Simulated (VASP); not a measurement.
ZrNb2N4: single point with PBE

ZrNb2N4:

```
Zr Nb N
1.0
    -0.00261    3.14177    0.00025
    -2.37530    0.00226    4.76959
     5.80778   -1.57572    0.00352
Zr Nb N
1 2 4
Direct
  0.99988 0.99999 0.00000
  0.71784 0.71825 0.43542
  0.28230 0.28171 0.56460
  0.86596 0.54726 0.73112
  0.13410 0.45278 0.26889
  0.64080 0.00086 0.28095
  0.35912 0.99914 0.71903
```

```yaml
Program: VASP 6.6.1
Task: single point
Functional: PBE
Potentials_or_basis: VASP PAW PBE potentials, release 64 (Zr_sv, Nb_sv, N)
Cutoff: 520 eV
k_mesh: 8 × 4 × 8
Occupations: gaussian, width 0.2 eV
Spin: no spin polarisation
```

| Quantity | Value |
| --- | --- |
| Pressure | -0.2 GPa |
| Largest force | 0.034 eV/Å |
| Band gap on the k mesh | zero (band 29 reaches 10.25 eV, above the bottom of band 30 at 9.11 eV) |

Forces on the atoms (eV/Å):
```
Zr   0.000  0.001  0.001
Nb  -0.004 -0.003 -0.002
Nb   0.000  0.001  0.003
N   -0.006 -0.001 -0.033
N    0.007  0.001  0.031
N    0.028  0.000 -0.003
N   -0.024  0.000  0.003
```

Stress tensor (GPa, compression positive):
```
-0.07  0.12  0.02
 0.12 -0.18 -0.06
 0.02 -0.06 -0.34
```

Levels at points of the mesh, in eV from the Fermi level:
| k point | band 26 | band 27 | band 28 | band 29 | band 30 | band 31 | band 32 | band 33 |
| --- | --- | --- | --- | --- | --- | --- | --- | --- |
| (0.00, 0.00, 0.00) | -2.55 | -2.23 | -1.77 | -1.24 | 0.13 | 0.21 | 0.33 | 2.17 |
| (0.50, 0.00, 0.00) | -3.49 | -2.77 | -2.65 | 0.43 | 0.99 | 1.09 | 1.31 | 1.87 |
| (0.00, 0.50, 0.00) | -3.34 | -3.01 | -2.12 | -0.71 | 0.36 | 0.61 | 0.87 | 1.81 |
| (0.50, 0.50, 0.00) | -2.99 | -2.53 | -2.40 | -1.24 | 0.05 | 1.56 | 2.07 | 2.20 |
| (0.00, 0.00, 0.50) | -3.09 | -2.63 | -2.12 | -1.02 | 0.27 | 0.68 | 1.18 | 1.55 |
| (0.50, 0.00, 0.50) | -3.50 | -2.77 | -2.66 | 0.43 | 0.99 | 1.09 | 1.30 | 1.87 |
| (0.00, 0.50, 0.50) | -3.38 | -2.35 | -2.09 | -0.99 | 0.80 | 1.29 | 1.31 | 1.34 |
| (0.50, 0.50, 0.50) | -2.99 | -2.53 | -2.40 | -1.24 | 0.06 | 1.56 | 2.07 | 2.20 |

Wall time 2.9 min on 1 thread of Intel(R) Xeon(R) 6975P-C (Granite Rapids), on a shared host, peak memory 0.48 GiB.
